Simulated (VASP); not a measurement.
# MgO (I4/mmm) in VASP: notebook

Runs on MgO. Level: PBE. Tasks: single point.

All numbers are computed with VASP 6.6.1; they aren't measurements. Logs are shortened: lines on timing, memory, paths and dates and some standing lists are left out, and cuts for length are marked.

## 1. The cell of the first run

The structure is tetragonal, space group I4/mmm (No. 139). The conventional cell has a = 3.020 Å, b = 3.020 Å, c = 3.630 Å, α = 90.00°, β = 90.00°, γ = 90.00°. Within 2.4 Å of Mg (site symmetry 4/mmm) lie 6 O at 1.81 to 2.14 Å. O (site symmetry 4/mmm) has 6 Mg at 1.81 to 2.14 Å within 2.4 Å.

## 2. Single point, PBE (strain -0.1500 x Voigt [1, 0, 0, 0, 0, 0])

Input file INCAR:

```
  PREC = Accurate
  ENCUT = 520
  EDIFF = 1E-7
  ISMEAR = 0
  SIGMA = 0.05
  LREAL = False
  LASPH = True
  NELM = 60
  ALGO = Normal
  ISIF = 2
  LWAVE = False
  LCHARG = True
  GGA = PE
  LELF = True
  LVHAR = True
  NBANDS = 11
```

Input file KPOINTS:

```
regular mesh
0
Gamma
  10 10 10
```

Input file POSCAR:

```
MgO
1.0
    0.0000000000      2.1351500000      2.1351500000
    1.8148775000      0.0000000000      2.1351500000
    1.8148775000      2.1351500000      0.0000000000
Mg O
1 1
Direct
    0.0000000000      0.0000000000      0.0000000000
    0.5000000000      0.5000000000      0.5000000000
```

Potentials or basis: VASP PAW PBE potentials, release 64 (Mg, O).

Started as:

```sh
$ cat potpaw_PBE.64/Mg/POTCAR potpaw_PBE.64/O/POTCAR > POTCAR
$ mpirun -np 1 vasp_std > vasp.out
```

OUTCAR:

```text
PREC = Accurate
   ENCUT = 520
   EDIFF = 1E-7
   ISMEAR = 0
   LREAL = False
   LASPH = True
   NELM = 60
   ISIF = 2
   GGA = PE

 ion  position               nearest neighbor table
   1  0.000  0.000  0.000-   2 1.81   2 1.81   2 2.14   2 2.14   2 2.14   2 2.14
   2  0.500  0.500  0.500-   1 1.81   1 1.81   1 2.14   1 2.14   1 2.14   1 2.14

  LATTYP: Found a body centered tetragonal cell.
 ALAT       =     3.0195580877
 C/A-ratio  =     1.2020815280

  Lattice vectors:

 A1 = (  -1.8148775000,   0.0000000000,  -2.1351500000)
 A2 = (  -1.8148775000,   0.0000000000,   2.1351500000)
 A3 = (   1.8148775000,   2.1351500000,   0.0000000000)

Analysis of symmetry for initial positions (statically):
=====================================================================
 Subroutine PRICEL returns:
 Original cell was already a primitive cell.

 Routine SETGRP: Setting up the symmetry group for a
 body centered tetragonal supercell.

 Subroutine GETGRP returns: Found 16 space group operations
 (whereof 16 operations were pure point group operations)
 out of a pool of 16 trial point group operations.

The static configuration has the point symmetry D_4h.

Analysis of symmetry for dynamics (positions and initial velocities):
=====================================================================
 Subroutine PRICEL returns:
 Original cell was already a primitive cell.

 Routine SETGRP: Setting up the symmetry group for a
 body centered tetragonal supercell.

 Subroutine GETGRP returns: Found 16 space group operations
 (whereof 16 operations were pure point group operations)
 out of a pool of 16 trial point group operations.

The dynamic configuration has the point symmetry D_4h.

 Subroutine INISYM returns: Found 16 space group operations
 (whereof 16 operations are pure point group operations),
 and found     1 'primitive' translations

----------------------------------------------------------------------------------------

                                     Primitive cell

  volume of cell :      16.5476

  direct lattice vectors                    reciprocal lattice vectors
     0.000000000  2.135150000  2.135150000    -0.275500688  0.234175585  0.234175585
     1.814877500  0.000000000  2.135150000     0.275500688 -0.234175585  0.234175585
     1.814877500  2.135150000  0.000000000     0.275500688  0.234175585 -0.234175585

  length of vectors
     3.019558088  2.802257280  2.802257280     0.430786534  0.430786534  0.430786534

  position of ions in fractional coordinates (direct lattice)
     0.000000000  0.000000000  0.000000000
     0.500000000  0.500000000  0.500000000

  ion indices of the primitive-cell ions
   primitive index   ion index
                 1           1
                 2           2

----------------------------------------------------------------------------------------

 KPOINTS: regular mesh

Automatic generation of k-mesh.
 Grid dimensions read from file:
 generate k-points for:   10   10   10

 Generating k-lattice:

  Cartesian coordinates                     Fractional coordinates (reciprocal lattice)
    -0.027550069  0.023417558  0.023417558     0.100000000 -0.000000000 -0.000000000
     0.027550069 -0.023417558  0.023417558     0.000000000  0.100000000  0.000000000
     0.027550069  0.023417558 -0.023417558     0.000000000  0.000000000  0.100000000

  Length of vectors
     0.043078653  0.043078653  0.043078653

  Shift w.r.t. Gamma in fractional coordinates (k-lattice)
     0.000000000  0.000000000  0.000000000

 Subroutine IBZKPT returns following result:
 ===========================================

 Found    102 irreducible k-points:

 Following reciprocal coordinates:
            Coordinates               Weight
  0.000000  0.000000  0.000000      1.000000
  0.100000  0.000000  0.000000      8.000000
  0.200000  0.000000  0.000000      8.000000
  0.300000  0.000000  0.000000      8.000000
  0.400000  0.000000  0.000000      8.000000
  0.500000 -0.000000 -0.000000      4.000000
[... 16 lines left out ...]
  0.300000  0.300000  0.000000      4.000000
  0.400000  0.300000  0.000000     16.000000
 [... further k-points ...]
   k-points           NKPTS =    102   k-points in BZ     NKDIM =    102   number of bands    NBANDS=     11
   number of dos      NEDOS =    301   number of ions     NIONS =      2
   total plane-waves  NPLWV =  13824
   dimension x,y,z NGX =    24 NGY =   24 NGZ =   24
   dimension x,y,z NGXF=    48 NGYF=   48 NGZF=   48
   ions per type =               1   1
   NGX,Y,Z   is equivalent  to a cutoff of  13.21, 14.24, 14.24 a.u.
   NGXF,Y,Z  is equivalent  to a cutoff of  26.43, 28.48, 28.48 a.u.
 SYSTEM =  unknown system
   PREC   = accura    normal or accurate (medium, high low for compatibility)
   ISTART =      0    job   : 0-new  1-cont  2-samecut
   ICHARG =      2    charge: 1-file 2-atom 10-const
   ISPIN  =      1    spin polarized calculation?
   LNONCOLLINEAR =      F non collinear calculations
   LSORBIT =      F    spin-orbit coupling
   LASPH  =      T    aspherical Exc in radial PAW
   ENCUT  =  520.0 eV  38.22 Ry    6.18 a.u.   5.61  5.21  5.21*2*pi/ulx,y,z
   NELM   =     60;   NELMIN=  2; NELMDL= -5     # of ELM steps
   EDIFF  = 0.1E-06   stopping-criterion for ELM
   LREAL  =      F    real-space projection
   EDIFFG = 0.1E-05   stopping-criterion for IOM
   NSW    =      0    number of steps for IOM
   IBRION =     -1    ionic relax: 0-MD 1-quasi-New 2-CG
   NFREE  =      0    steps in history (QN), initial steepest desc. (CG)
   ISIF   =      2    stress and relaxation
   ISYM   =      2    0-nonsym 1-usesym 2-fastsym
   POTIM  = 0.5000    time-step for ionic-motion
   TEBEG  =    0.0;   TEEND  =   0.0 temperature during run
   PSTRESS=    0.0 pullay stress
   NELECT =       8.0000    total number of electrons
   NUPDOWN=      -1.0000    fix difference up-down
   EMIN   =  10.00;   EMAX   =-10.00  energy-range for DOS
   EFERMI =   0.00;   METHOD = LEGACY
   ISMEAR =     0;   SIGMA  =   0.05  broadening in eV -4-tet -1-fermi 0-gaus
   EFERMI_NEDOS =   21; number of points for ismear=-14 and -15
   IALGO  =     38    algorithm
   IMIX   =      4    mixing-type and parameters
     AMIX     =   0.40;   BMIX     =  1.00
     AMIX_MAG =   1.60;   BMIX_MAG =  1.00
  volume/ion in A,a.u.               =       8.27        55.83
  Fermi-wavevector in a.u.,A,eV,Ry     =   1.284873  2.428057 22.461832  1.650898
  Thomas-Fermi vector in A             =   2.417041
   LORBIT       =      0    0 simple, 1 ext, 2 COOP (PROOUT), +10 PAW based schemes
   GGA     = PE    functional components
   LHFCALC =     F    Hartree Fock is set to
   AEXX    =    0.0000 exact exchange contribution
   IVDW    =     0    specifies the selected vdW correction
   LEPSILON=     F    determine dielectric tensor
   LRPA    =     F    only Hartree local field effects (RPA)
 non-spin polarized calculation
 Gauss-broadening in eV      SIGMA  =   0.05
  energy-cutoff  :      520.00
  volume of cell :       16.55
 maximum number of plane-waves:       467
 NGX is ok and might be reduce to    24
   NGX = 11   NGY = 11   NGZ = 11

 number of electron       8.0000000 magnetization

 Free energy of the ion-electron system (eV)
  ---------------------------------------------------
  ext. energy  EPLUGINS =         0.00000000
  ---------------------------------------------------
  free energy    TOTEN  =       -11.25737152 eV

  energy without entropy =      -11.25737152  energy(sigma->0) =      -11.25737152

 E-fermi :   4.5407     XC(G=0): -11.6263

 val. band max:        4.2175167916   @ k =   0.0000   0.0000   0.0000
 cond. band min:       9.8227808784   @ k =   0.0000   0.0000   0.0000
 fundamental gap:      5.6052640868
 Fermi energy:         4.5407204457

 k-point     1 :       0.0000    0.0000    0.0000
  band No.  band energies     occupation
      1     -13.8318      2.00000
      2       3.9045      2.00000
      3       4.2175      2.00000
      4       4.2175      2.00000
      5       9.8228      0.00000
      6      20.3675      0.00000
      7      20.3675      0.00000
      8      22.1631      0.00000
      9      24.0314      0.00000
     10      25.2784      0.00000
     11      28.9838      0.00000

 k-point     2 :       0.1000    0.0000    0.0000
  band No.  band energies     occupation
      1     -13.6996      2.00000
      2       3.3955      2.00000
      3       3.9918      2.00000
      4       4.0939      2.00000
      5      10.4404      0.00000
      6      19.5244      0.00000
      7      20.5848      0.00000
      8      21.8330      0.00000
      9      23.7884      0.00000
     10      27.0490      0.00000
     11      28.5998      0.00000

 k-point     3 :       0.2000    0.0000    0.0000
  band No.  band energies     occupation
      1     -13.3339      2.00000
      2       1.9960      2.00000
      3       3.7867      2.00000
      4       3.8092      2.00000
      5      11.6227      0.00000
      6      18.0090      0.00000
      7      20.7646      0.00000
      8      22.5668      0.00000
      9      23.9959      0.00000
     10      26.8818      0.00000
     11      29.9890      0.00000

 k-point     4 :       0.3000    0.0000    0.0000
  band No.  band energies     occupation
      1     -12.8330      2.00000
      2       0.5224      2.00000
      3       3.4354      2.00000
      4       3.6172      2.00000
      5      12.4603      0.00000
      6      17.3743      0.00000
      7      20.4641      0.00000
      8      23.7143      0.00000
      9      25.3444      0.00000
     10      26.4040      0.00000
     11      29.6687      0.00000

 k-point     5 :       0.4000    0.0000    0.0000
  band No.  band energies     occupation
      1     -12.3751      2.00000
      2      -0.5857      2.00000
      3       3.1704      2.00000
      4       3.4679      2.00000
      5      12.6564      0.00000
      6      17.6283      0.00000
      7      20.1215      0.00000
      8      24.4848      0.00000
      9      26.4376      0.00000
     10      27.0067      0.00000
     11      29.5150      0.00000
[... 211 lines left out ...]
 k-point    21 :      -0.3000    0.2000    0.0000
  band No.  band energies     occupation
      1     -12.2432      2.00000
      2      -0.0865      2.00000
      3       1.9759      2.00000
      4       3.3196      2.00000
      5      14.2480      0.00000
      6      16.5249      0.00000
      7      19.4178      0.00000
      8      24.7985      0.00000
      9      25.9418      0.00000
     10      27.1835      0.00000
     11      31.2704      0.00000

 k-point    22 :      -0.2000    0.2000   -0.0000
  band No.  band energies     occupation
      1     -12.6292      2.00000
      2       0.5355      2.00000
      3       2.5986      2.00000
      4       3.5076      2.00000
      5      13.4981      0.00000
      6      16.3942      0.00000
      7      20.0745      0.00000
      8      23.9114      0.00000
      9      25.3469      0.00000
     10      27.6262      0.00000
     11      30.5436      0.00000

 k-point    23 :       0.3000    0.3000    0.0000
  band No.  band energies     occupation
      1     -12.7548      2.00000
      2       0.5605      2.00000
      3       2.9338      2.00000
      4       3.6275      2.00000
      5      14.0868      0.00000
      6      15.5601      0.00000
      7      19.2185      0.00000
      8      23.4260      0.00000
      9      24.6656      0.00000
     10      29.8814      0.00000
     11      32.8614      0.00000

 k-point    24 :       0.4000    0.3000    0.0000
  band No.  band energies     occupation
      1     -12.4523      2.00000
      2       0.0375      2.00000
      3       2.6184      2.00000
      4       3.3566      2.00000
      5      14.8395      0.00000
      6      15.4170      0.00000
      7      18.4787      0.00000
      8      23.6833      0.00000
      9      25.5932      0.00000
     10      30.3286      0.00000
     11      32.5213      0.00000

 [... further k-points ...]
[... 5 lines left out ...]
  --------------------------------------------------------------------------------------
  -------------------------------------------------------------------------------------
  Total       10.5465751      1.5778114      1.5778114      0.0000000      0.0000000     -0.0000000
  in kB     1021.1462318    152.7677155    152.7677155      0.0000000      0.0000000     -0.0000000
  external PRESSURE =     442.2272210 kB  Pullay stress =       0.0000000 kB

 VOLUME and BASIS-vectors are now :
 -----------------------------------------------------------------------------
  energy-cutoff  :      520.00
  volume of cell :       16.55
      direct lattice vectors                 reciprocal lattice vectors
     0.000000000  2.135150000  2.135150000    -0.275500688  0.234175585  0.234175585
     1.814877500  0.000000000  2.135150000     0.275500688 -0.234175585  0.234175585
     1.814877500  2.135150000  0.000000000     0.275500688  0.234175585 -0.234175585

 POSITION                                       TOTAL-FORCE (eV/Angst)
 -----------------------------------------------------------------------------------
      0.00000      0.00000      0.00000         0.000000     -0.000000      0.000000
      1.81488      2.13515      2.13515        -0.000000      0.000000     -0.000000
 -----------------------------------------------------------------------------------
    total drift:                               -0.000000     -0.000000      0.000000

  FREE ENERGIE OF THE ION-ELECTRON SYSTEM (eV)
  ---------------------------------------------------
  free  energy   TOTEN  =       -11.2573715187 eV

  energy  without entropy=      -11.2573715187  energy(sigma->0) =      -11.25737152
```

Run time: 12 s. Hardware: 1 thread of Intel Xeon Platinum 8375C at 2.90GHz (Ice Lake), shared host; peak memory 0.15 GiB.

Results:

| Property | Result |
| --- | --- |
| Free energy | -11.2574 eV |
| Pressure | 44.2 GPa |
| Band gap on the k mesh | 5.61 eV, direct |

Stress tensor (GPa, compression positive):
```
102.11   0.00   0.00
  0.00  15.28   0.00
  0.00   0.00  15.28
```

Levels at points of the mesh, in eV from the valence-band top:
| k point | band 1 | band 2 | band 3 | band 4 | band 5 | band 6 | band 7 | band 8 | band 9 |
| --- | --- | --- | --- | --- | --- | --- | --- | --- | --- |
| (0.00, 0.00, 0.00) | -18.05 | -0.31 | 0.00 | 0.00 | 5.61 | 16.15 | 16.15 | 17.95 | 19.81 |
| (0.50, 0.00, 0.00) | -16.40 | -5.22 | -1.14 | -0.81 | 8.42 | 13.66 | 15.77 | 20.45 | 22.28 |
| (0.50, 0.50, 0.00) | -16.33 | -4.93 | -1.70 | -0.86 | 10.09 | 11.43 | 13.56 | 19.99 | 23.21 |
| (0.00, 0.50, 0.50) | -15.89 | -4.03 | -2.17 | -2.17 | 8.02 | 11.49 | 15.81 | 19.66 | 19.66 |

Caveat: the cell differs from its parent crystal (strain -0.1500 x Voigt [1, 0, 0, 0, 0, 0]).

(Continued in part 2 of 2.)
